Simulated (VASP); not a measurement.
## Li2O: single point with r2SCAN

Crystal: Li2O.

```xyz
3
Lattice="2.2693 2.2693 0.0000 -2.2693 2.2693 0.0000 0.0000 2.2693 2.2693" Properties=species:S:1:pos:R:3 pbc="T T T"
Li   -1.1347    3.4040    1.1347
Li    1.1347    3.4040    1.1347
O     0.0000    0.0000    0.0000
```

```yaml
Program: VASP 6.6.1
Task: single point
Functional: r2SCAN
Potentials_or_basis: VASP PAW PBE potentials, release 64 (Li_sv, O)
Cutoff: 830 eV
k_mesh: 8 × 8 × 8
Occupations: gaussian, width 0.01 eV
Spin: no spin polarisation
```

- Pressure: 2.5 GPa
- Band gap on the k mesh: 5.78 eV (least direct gap 6.55 eV)

Levels at points of the mesh, in eV from the valence-band top:
```csv
k point,band 2,band 3,band 4,band 5,band 6,band 7,band 8,band 9,band 10,band 11
"(0.00, 0.00, 0.00)",-43.85,-16.45,0.00,0.00,0.00,6.55,13.43,13.43,13.43,20.80
"(0.50, 0.00, 0.00)",-44.02,-16.25,-2.84,-0.47,-0.47,10.45,11.45,13.37,13.37,20.00
"(0.50, 0.50, 0.00)",-43.96,-16.21,-1.59,-1.47,-1.47,5.78,15.28,15.28,16.80,17.77
```

It took 120 s on 1 thread of Intel Xeon 8259CL, with other jobs on the host, peak memory 0.17 GiB.

Caveat: the PAW data sets were made with another functional, which shifts forces and pressure a little. A k mesh can miss the band edges.
